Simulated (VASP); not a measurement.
# MgO (I4/mmm) in VASP: a series of runs

MgO is run at these levels: PBEsol; tasks: single point.

All numbers are computed with VASP 6.6.1; they aren't measurements. Logs are shortened: lines on timing, memory, paths and dates and some standing lists are left out, and cuts for length are marked.

## Step 1: The cell of the first run

It takes space group I4/mmm (No. 139, tetragonal). The conventional cell has a = 2.980 Å, b = 2.980 Å, c = 4.767 Å, α = 90.00°, β = 90.00°, γ = 90.00°. Mg (site symmetry 4/mmm) has 6 O at 2.11 to 2.38 Å within 2.8 Å. O (site symmetry 4/mmm) has 6 Mg at 2.11 to 2.38 Å within 2.8 Å.

## Step 2: Single point, PBEsol (strain +0.1312 x Voigt [0, 1, 0, 0, 0, 0])

File INCAR:

```
SYSTEM = MgO
PREC = Accurate
ENCUT = 520
EDIFF = 1E-6
ISMEAR = 0
SIGMA = 0.05
LREAL = .False.
LASPH = .True.
NELM = 60
ALGO = Normal
ISIF = 2
LWAVE = .False.
LCHARG = .True.
GGA = PS
LELF = .True.
LVHAR = .True.
NBANDS = 11
```

File KPOINTS:

```
Automatic mesh
0
Gamma
  10 10 10
  0 0 0
```

File POSCAR:

```
MgO
1.0
    0.0000000000      2.3835579907      2.1071057202
    2.1071057202      0.0000000000      2.1071057202
    2.1071057202      2.3835579907      0.0000000000
Mg O
1 1
Direct
    0.0000000000      0.0000000000      0.0000000000
    0.5000000000      0.5000000000      0.5000000000
```

Potentials or basis: VASP PAW PBE potentials, release 64 (Mg, O).

The run is started by

```console
$ cat potpaw_PBE.64/Mg/POTCAR potpaw_PBE.64/O/POTCAR > POTCAR
$ mpirun -np 1 vasp_std > vasp.out
```

OUTCAR:

```text
SYSTEM = MgO
   PREC = Accurate
   ENCUT = 520
   EDIFF = 1E-6
   ISMEAR = 0
   LREAL = .False.
   LASPH = .True.
   NELM = 60
   ISIF = 2
   GGA = PS

 ion  position               nearest neighbor table
   1  0.000  0.000  0.000-   2 2.11   2 2.11   2 2.11   2 2.11   2 2.38   2 2.38
   2  0.500  0.500  0.500-   1 2.11   1 2.11   1 2.11   1 2.11   1 2.38   1 2.38

  LATTYP: Found a body centered tetragonal cell.
 ALAT       =     2.9798974869
 C/A-ratio  =     1.5997583818

  Lattice vectors:

 A1 = (   0.0000000000,  -2.3835579907,   2.1071057202)
 A2 = (   0.0000000000,  -2.3835579907,  -2.1071057202)
 A3 = (   2.1071057202,   2.3835579907,   0.0000000000)

Analysis of symmetry for initial positions (statically):
=====================================================================
 Subroutine PRICEL returns:
 Original cell was already a primitive cell.

 Routine SETGRP: Setting up the symmetry group for a
 body centered tetragonal supercell.

 Subroutine GETGRP returns: Found 16 space group operations
 (whereof 16 operations were pure point group operations)
 out of a pool of 16 trial point group operations.

The static configuration has the point symmetry D_4h.

Analysis of symmetry for dynamics (positions and initial velocities):
=====================================================================
 Subroutine PRICEL returns:
 Original cell was already a primitive cell.

 Routine SETGRP: Setting up the symmetry group for a
 body centered tetragonal supercell.

 Subroutine GETGRP returns: Found 16 space group operations
 (whereof 16 operations were pure point group operations)
 out of a pool of 16 trial point group operations.

The dynamic configuration has the point symmetry D_4h.

 Subroutine INISYM returns: Found 16 space group operations
 (whereof 16 operations are pure point group operations),
 and found     1 'primitive' translations

----------------------------------------------------------------------------------------

                                     Primitive cell

  volume of cell :      21.1655

  direct lattice vectors                    reciprocal lattice vectors
     0.000000000  2.383557991  2.107105720    -0.237292318  0.209770436  0.237292318
     2.107105720  0.000000000  2.107105720     0.237292318 -0.209770436  0.237292318
     2.107105720  2.383557991  0.000000000     0.237292318  0.209770436 -0.237292318

  length of vectors
     3.181390138  2.979897487  3.181390138     0.395751089  0.395751089  0.395751089

  position of ions in fractional coordinates (direct lattice)
     0.000000000  0.000000000  0.000000000
     0.500000000  0.500000000  0.500000000

  ion indices of the primitive-cell ions
   primitive index   ion index
                 1           1
                 2           2

----------------------------------------------------------------------------------------

 KPOINTS: Automatic mesh

Automatic generation of k-mesh.
 Grid dimensions read from file:
 generate k-points for:   10   10   10

 Generating k-lattice:

  Cartesian coordinates                     Fractional coordinates (reciprocal lattice)
    -0.023729232  0.020977044  0.023729232     0.100000000  0.000000000  0.000000000
     0.023729232 -0.020977044  0.023729232    -0.000000000  0.100000000 -0.000000000
     0.023729232  0.020977044 -0.023729232     0.000000000  0.000000000  0.100000000

  Length of vectors
     0.039575109  0.039575109  0.039575109

  Shift w.r.t. Gamma in fractional coordinates (k-lattice)
     0.000000000  0.000000000  0.000000000

 Subroutine IBZKPT returns following result:
 ===========================================

 Found    102 irreducible k-points:

 Following reciprocal coordinates:
            Coordinates               Weight
  0.000000  0.000000  0.000000      1.000000
  0.100000  0.000000  0.000000      8.000000
  0.200000  0.000000  0.000000      8.000000
  0.300000  0.000000  0.000000      8.000000
  0.400000  0.000000  0.000000      8.000000
  0.500000  0.000000  0.000000      4.000000
[... 16 lines left out ...]
  0.300000  0.300000  0.000000      4.000000
  0.400000  0.300000  0.000000     16.000000
 [... further k-points ...]
   k-points           NKPTS =    102   k-points in BZ     NKDIM =    102   number of bands    NBANDS=     11
   number of dos      NEDOS =    301   number of ions     NIONS =      2
   total plane-waves  NPLWV =  13824
   dimension x,y,z NGX =    24 NGY =   24 NGZ =   24
   dimension x,y,z NGXF=    48 NGYF=   48 NGZF=   48
   ions per type =               1   1
   NGX,Y,Z   is equivalent  to a cutoff of  12.54, 13.39, 12.54 a.u.
   NGXF,Y,Z  is equivalent  to a cutoff of  25.08, 26.78, 25.08 a.u.
 SYSTEM =  MgO
   PREC   = accura    normal or accurate (medium, high low for compatibility)
   ISTART =      0    job   : 0-new  1-cont  2-samecut
   ICHARG =      2    charge: 1-file 2-atom 10-const
   ISPIN  =      1    spin polarized calculation?
   LNONCOLLINEAR =      F non collinear calculations
   LSORBIT =      F    spin-orbit coupling
   LASPH  =      T    aspherical Exc in radial PAW
   ENCUT  =  520.0 eV  38.22 Ry    6.18 a.u.   5.92  5.54  5.92*2*pi/ulx,y,z
   NELM   =     60;   NELMIN=  2; NELMDL= -5     # of ELM steps
   EDIFF  = 0.1E-05   stopping-criterion for ELM
   LREAL  =      F    real-space projection
   EDIFFG = 0.1E-04   stopping-criterion for IOM
   NSW    =      0    number of steps for IOM
   IBRION =     -1    ionic relax: 0-MD 1-quasi-New 2-CG
   NFREE  =      0    steps in history (QN), initial steepest desc. (CG)
   ISIF   =      2    stress and relaxation
   ISYM   =      2    0-nonsym 1-usesym 2-fastsym
   POTIM  = 0.5000    time-step for ionic-motion
   TEBEG  =    0.0;   TEEND  =   0.0 temperature during run
   PSTRESS=    0.0 pullay stress
   NELECT =       8.0000    total number of electrons
   NUPDOWN=      -1.0000    fix difference up-down
   EMIN   =  10.00;   EMAX   =-10.00  energy-range for DOS
   EFERMI =   0.00;   METHOD = LEGACY
   ISMEAR =     0;   SIGMA  =   0.05  broadening in eV -4-tet -1-fermi 0-gaus
   EFERMI_NEDOS =   21; number of points for ismear=-14 and -15
   IALGO  =     38    algorithm
   IMIX   =      4    mixing-type and parameters
     AMIX     =   0.40;   BMIX     =  1.00
     AMIX_MAG =   1.60;   BMIX_MAG =  1.00
  volume/ion in A,a.u.               =      10.58        71.42
  Fermi-wavevector in a.u.,A,eV,Ry     =   1.183665  2.236802 19.062608  1.401062
  Thomas-Fermi vector in A             =   2.319895
   LORBIT       =      0    0 simple, 1 ext, 2 COOP (PROOUT), +10 PAW based schemes
   GGA     = PS    functional components
   LHFCALC =     F    Hartree Fock is set to
   AEXX    =    0.0000 exact exchange contribution
   IVDW    =     0    specifies the selected vdW correction
   LEPSILON=     F    determine dielectric tensor
   LRPA    =     F    only Hartree local field effects (RPA)
 non-spin polarized calculation
 Gauss-broadening in eV      SIGMA  =   0.05
  energy-cutoff  :      520.00
  volume of cell :       21.17
 maximum number of plane-waves:       593
   NGX = 11   NGY = 11   NGZ = 11

 number of electron       7.9999996 magnetization

 Free energy of the ion-electron system (eV)
  ---------------------------------------------------
  ext. energy  EPLUGINS =         0.00000000
  ---------------------------------------------------
  free energy    TOTEN  =       -12.33064425 eV

  energy without entropy =      -12.33064425  energy(sigma->0) =      -12.33064425

 E-fermi :   2.5246     XC(G=0): -10.6989

 val. band max:        2.2831049825   @ k =   0.0000   0.0000   0.0000
 cond. band min:       5.6526323484   @ k =   0.0000   0.0000   0.0000
 fundamental gap:      3.3695273659
 Fermi energy:         2.5246240808

 k-point     1 :       0.0000    0.0000    0.0000
  band No.  band energies     occupation
      1     -14.4667      2.00000
      2       2.0789      2.00000
      3       2.0789      2.00000
      4       2.2831      2.00000
      5       5.6526      0.00000
      6      16.4545      0.00000
      7      17.6884      0.00000
      8      17.6884      0.00000
      9      20.7572      0.00000
     10      20.8380      0.00000
     11      21.6765      0.00000

 k-point     2 :       0.1000    0.0000    0.0000
  band No.  band energies     occupation
      1     -14.3799      2.00000
      2       1.4876      2.00000
      3       2.0430      2.00000
      4       2.1577      2.00000
      5       6.2976      0.00000
      6      15.9312      0.00000
      7      17.0073      0.00000
      8      17.9146      0.00000
      9      19.9869      0.00000
     10      22.1045      0.00000
     11      23.0929      0.00000

 k-point     3 :       0.2000    0.0000    0.0000
  band No.  band energies     occupation
      1     -14.1430      2.00000
      2       0.2880      2.00000
      3       1.9511      2.00000
      4       1.9544      2.00000
      5       7.4888      0.00000
      6      14.3928      0.00000
      7      16.9993      0.00000
      8      18.4452      0.00000
      9      19.7722      0.00000
     10      22.0168      0.00000
     11      22.5661      0.00000

 k-point     4 :       0.3000    0.0000    0.0000
  band No.  band energies     occupation
      1     -13.8273      2.00000
      2      -0.8664      2.00000
      3       1.7251      2.00000
      4       1.8413      2.00000
      5       8.4992      0.00000
      6      13.4284      0.00000
      7      16.7111      0.00000
      8      18.7490      0.00000
      9      20.5421      0.00000
     10      21.9857      0.00000
     11      22.2558      0.00000
[... 239 lines left out ...]
 k-point    22 :      -0.2000    0.2000   -0.0000
  band No.  band energies     occupation
      1     -13.7590      2.00000
      2      -0.5277      2.00000
      3       0.9260      2.00000
      4       1.7308      2.00000
      5       9.3025      0.00000
      6      13.6299      0.00000
      7      15.4931      0.00000
      8      18.4573      0.00000
      9      19.2754      0.00000
     10      22.0523      0.00000
     11      25.8911      0.00000

 k-point    23 :       0.3000    0.3000    0.0000
  band No.  band energies     occupation
      1     -13.5901      2.00000
      2      -0.7293      2.00000
      3       0.9347      2.00000
      4       1.5610      2.00000
      5       9.7059      0.00000
      6      12.0248      0.00000
      7      15.9623      0.00000
      8      17.3859      0.00000
      9      18.8610      0.00000
     10      24.0006      0.00000
     11      26.9798      0.00000

 k-point    24 :       0.4000    0.3000    0.0000
  band No.  band energies     occupation
      1     -13.3899      2.00000
      2      -1.0681      2.00000
      3       0.7137      2.00000
      4       1.3458      2.00000
      5      10.4528      0.00000
      6      11.6120      0.00000
      7      15.0322      0.00000
      8      17.6013      0.00000
      9      19.2392      0.00000
     10      24.6357      0.00000
     11      26.8205      0.00000

 [... further k-points ...]
[... 5 lines left out ...]
  --------------------------------------------------------------------------------------
  -------------------------------------------------------------------------------------
  Total       -1.2663627     -2.3774814     -1.2663627     -0.0000000      0.0000000      0.0000000
  in kB      -95.8606387   -179.9696752    -95.8606387     -0.0000000      0.0000000      0.0000000
  external PRESSURE =    -123.8969842 kB  Pullay stress =       0.0000000 kB

 VOLUME and BASIS-vectors are now :
 -----------------------------------------------------------------------------
  energy-cutoff  :      520.00
  volume of cell :       21.17
      direct lattice vectors                 reciprocal lattice vectors
     0.000000000  2.383557991  2.107105720    -0.237292318  0.209770436  0.237292318
     2.107105720  0.000000000  2.107105720     0.237292318 -0.209770436  0.237292318
     2.107105720  2.383557991  0.000000000     0.237292318  0.209770436 -0.237292318

 POSITION                                       TOTAL-FORCE (eV/Angst)
 -----------------------------------------------------------------------------------
      0.00000      0.00000      0.00000         0.000000      0.000000     -0.000000
      2.10711      2.38356      2.10711        -0.000000      0.000000      0.000000
 -----------------------------------------------------------------------------------
    total drift:                               -0.000000     -0.000000      0.000000

  FREE ENERGIE OF THE ION-ELECTRON SYSTEM (eV)
  ---------------------------------------------------
  free  energy   TOTEN  =       -12.3306442521 eV

  energy  without entropy=      -12.3306442521  energy(sigma->0) =      -12.33064425
```

Wall time 9.7 s (1 thread of Intel Xeon 6975P-C (Granite Rapids), shared host); peak memory 0.15 GiB.

Results:

```
Free energy            : -12.3306 eV
Pressure               : -12.4 GPa
Band gap on the k mesh : 3.37 eV, direct
```

Levels at points of the mesh, in eV from the valence-band top:
```tsv
k point	band 2	band 3	band 4	band 5	band 6	band 7
(0.00, 0.00, 0.00)	-0.20	-0.20	0.00	3.37	14.17	15.41
(0.50, 0.00, 0.00)	-4.27	-0.80	-0.56	6.83	10.94	13.97
(0.50, 0.50, 0.00)	-3.66	-1.84	-1.06	8.42	8.59	12.12
(0.50, 0.00, 0.50)	-3.94	-1.03	-1.03	8.71	9.48	10.60
```

Caveat: the cell differs from its parent crystal (strain +0.1312 x Voigt [0, 1, 0, 0, 0, 0]); the PAW data sets were made with another functional, which shifts forces and pressure a little.

## Step 3: Single point, PBEsol (strain +0.1500 x Voigt [0, 1, 0, 0, 0, 0])

File INCAR:

```
PREC = Accurate
ENCUT = 520
EDIFF = 1E-6
ISMEAR = 0
SIGMA = 0.05
LREAL = False
LASPH = True
NELM = 60
ALGO = Normal
ISIF = 2
LWAVE = False
LCHARG = False
GGA = PS
NBANDS = 11
```

File KPOINTS:

```
Automatic mesh
0
Gamma
  10 10 10
```

File POSCAR:

```
MgO
1.0
    0.0000000000      2.4231715782      2.1071057202
    2.1071057202      0.0000000000      2.1071057202
    2.1071057202      2.4231715782      0.0000000000
Mg O
1 1
Direct
    0.0000000000      0.0000000000      0.0000000000
    0.5000000000      0.5000000000      0.5000000000
```

Potentials or basis: VASP PAW PBE potentials, release 64 (Mg, O).

The run is started by

```console
$ cat potpaw_PBE.64/Mg/POTCAR potpaw_PBE.64/O/POTCAR > POTCAR
$ mpirun -np 1 vasp_std > vasp.out
```

Wall time 6.9 s (1 thread of Intel Xeon 6975P-C (Granite Rapids), shared host); peak memory 0.15 GiB.

Results (log left out):

- Free energy: -12.2909 eV
- Pressure: -13.1 GPa
- Band gap on the k mesh: 3.23 eV, direct

Stress tensor (GPa, compression positive):
```
-10.49   0.00   0.00
  0.00 -18.45   0.00
  0.00   0.00 -10.49
```

Levels at points of the mesh, in eV from the valence-band top:
| k point | band 1 | band 2 | band 3 | band 4 | band 5 | band 6 | band 7 | band 8 |
| --- | --- | --- | --- | --- | --- | --- | --- | --- |
| (0.00, 0.00, 0.00) | -16.69 | -0.22 | -0.22 | 0.00 | 3.23 | 14.02 | 15.41 | 15.41 |
| (0.50, 0.00, 0.00) | -15.69 | -4.21 | -0.80 | -0.54 | 6.73 | 10.75 | 13.76 | 16.25 |
| (0.50, 0.50, 0.00) | -15.38 | -3.59 | -1.88 | -1.00 | 8.39 | 8.46 | 12.03 | 15.16 |
| (0.50, 0.00, 0.50) | -15.73 | -3.89 | -0.98 | -0.98 | 8.59 | 9.56 | 10.32 | 17.90 |

Caveat: the cell differs from its parent crystal (strain +0.1500 x Voigt [0, 1, 0, 0, 0, 0]); the PAW data sets were made with another functional, which shifts forces and pressure a little.
